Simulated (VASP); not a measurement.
Runs of VASP 6.6.1 on BAs. The structure is cubic, space group F-43m (No. 216). The conventional cell has a = 4.784 Å, b = 4.784 Å, c = 4.784 Å, α = 90.00°, β = 90.00°, γ = 90.00°. Within 2.7 Å of B (site symmetry -43m) lie 4 As at 2.07 Å. As (site symmetry -43m) has 4 B at 2.07 Å within 2.7 Å. 

| level | k mesh | cutoff (eV) | gap on the mesh (eV) | pressure (GPa) |
| --- | --- | --- | --- | --- |
| PBEsol | 6 × 6 × 6, shifted | 500 | 1.61 | -0.5 |
| r2SCAN | 6 × 6 × 6 | 550 | 1.47 | 0.3 |
| PBEsol+D4 | 6 × 6 × 6 | 500 | 1.18 | (a) |
| PBEsol | 6 × 6 × 6 | 500 | 1.18 | -0.5 |

Alike in all rows: task single point; potentials or basis VASP PAW PBE potentials, release 64 (B, As); no spin polarisation; cell as given; smearing gaussian 0.01 eV.

Task: Estimate the missing entries.

Result: (a) -3.0.

Caveats: the PAW data sets were made with another functional, which shifts forces and pressure a little.

A k mesh can miss the band edges, and the runs leave out spin-orbit coupling on As.
